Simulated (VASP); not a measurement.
**Hf2B3: single point with PBE**

Hf2B3:

```
Hf B
1.0
     4.17582    0.00000    0.00000
     0.00000    4.17582    0.00000
     0.00000    0.00000    4.17582
Hf B
2 3
Direct
  0.00000 0.00000 0.00000
  0.50000 0.50000 0.50000
  0.00000 0.50000 0.50000
  0.50000 0.00000 0.50000
  0.50000 0.50000 0.00000
```

| Quantity | Value |
| --- | --- |
| Program | VASP 6.6.1 |
| Task | single point |
| Functional | PBE |
| Potentials or basis | VASP PAW PBE potentials, release 64 (Hf_pv, B) |
| Cutoff | 520 eV |
| k mesh | 4 × 4 × 4 |
| Occupations | gaussian, width 0.1 eV |
| Spin | no spin polarisation |
| Dipole correction | no |
| Further INCAR settings | ALGO = Normal; EDIFF = 1e-07; NBANDS = 22 |

The pressure is 1.3 GPa.

Levels at points of the mesh, in eV from the Fermi level:
```csv
k point,band 11,band 12,band 13,band 14,band 15,band 16,band 17,band 18
"(0.00, 0.00, 0.00)",-1.32,-1.32,0.41,0.41,0.41,1.01,1.01,1.72
"(0.50, 0.00, 0.00)",-1.99,-1.83,-1.83,-1.70,-1.70,0.04,1.35,2.34
"(0.50, 0.50, 0.00)",-2.77,-2.64,-2.64,-2.10,0.81,0.81,1.62,1.66
"(0.50, 0.50, 0.50)",-4.26,-4.26,-3.68,-2.05,-2.05,0.84,2.31,2.31
```

Wall time 25 s on 1 thread of AMD EPYC 7R43 64-Core Processor (Zen 3), on a shared host, peak memory 0.14 GiB.

Caveat: the k points lie up to 0.38 Å⁻¹ apart; spin-orbit coupling is left out, which moves the levels of the heavy elements.
